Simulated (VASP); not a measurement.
Here is a VASP 6.6.1 calculation.

The input INCAR:

```
SYSTEM = InGa2N3
  PREC = Accurate
  ENCUT = 520
  EDIFF = 1E-6
  ISMEAR = 0
  SIGMA = 0.1
  LREAL = .FALSE.
  LASPH = .TRUE.
  NELM = 150
  ALGO = Normal
  ISIF = 2
  LWAVE = .FALSE.
  LCHARG = .FALSE.
  ISPIN = 2
  MAGMOM = 0 0 0 1 1 1
  LORBIT = 11
  GGA = PE
  NBANDS = 40
```

KPOINTS

```
Automatic mesh
0
G
  6 6 4
  0 0 0
```

POSCAR

```
InGa2N3
1.0
    3.0164883020      0.0000000000      0.0000000000
    0.0000000000      3.0164883020      0.0000000000
    0.0000000000      0.0000000000      9.5811907468
In Ga N
1 2 3
Direct
    0.5000000000      0.5000000000      0.0000000000
    0.5000000000      0.0000000000      0.6051154834
    0.0000000000      0.5000000000      0.3948845166
    0.5000000000      0.0000000000      0.3865717808
    0.0000000000      0.5000000000      0.6134282192
    0.0000000000      0.0000000000      0.0000000000
```

Potentials or basis: VASP PAW PBE potentials, release 64 (In_d, Ga_d, N).

The run is started by

```console
$ cat potpaw_PBE.64/In_d/POTCAR potpaw_PBE.64/Ga_d/POTCAR potpaw_PBE.64/N/POTCAR > POTCAR
$ mpirun -np 1 vasp_std > vasp.out
```

(1) Estimate the largest force.

(2) What does it give for the net moment?

Results:

(1) 0.038 eV/Å.

(2) 0.00 μB per cell.
